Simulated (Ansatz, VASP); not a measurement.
**MgO in VASP and in Ansatz**

```
Mg O
1.0
     0.00399    2.10217    2.10217
     2.10217    0.00399    2.10217
     2.10616    2.10616    0.00000
Mg O
1 1
Direct
  0.00000 0.00000 0.00000
  0.50000 0.50000 0.50000
```

Change from the starting cell: shear_xy strain +0.4%.

Alike in both runs: task single point; functional r2SCAN; k mesh 10 × 10 × 10; no spin polarisation.

```csv
,VASP,Ansatz
version,VASP 6.6.1,Ansatz 0.2.0
potentials or method,"VASP PAW PBE potentials, release 64 (Mg, O)","plane waves, PAW"
plane-wave cutoff (eV),520,500
occupations,"gaussian, width 0.01 eV",fixed
valence electrons in the cell,8,16
```

VASP gave:

```
gap on the k mesh at the Fermi level (eV)                     : 5.65
pressure (GPa)                                                : -1.1
traceless stress, the component that is largest in VASP (GPa) : -0.60
```

Question: What did Ansatz give for the same quantities?

Answer: gap on the k mesh at the Fermi level (eV): 5.67; pressure (GPa): 0.0; traceless stress, the component that is largest in VASP (GPa): -0.60.

VASP's potentials were made for PBE, not for r2SCAN. VASP's potentials hold 8 valence electrons a cell and Ansatz's 16, so a difference there can come from the potentials and not from the codes.
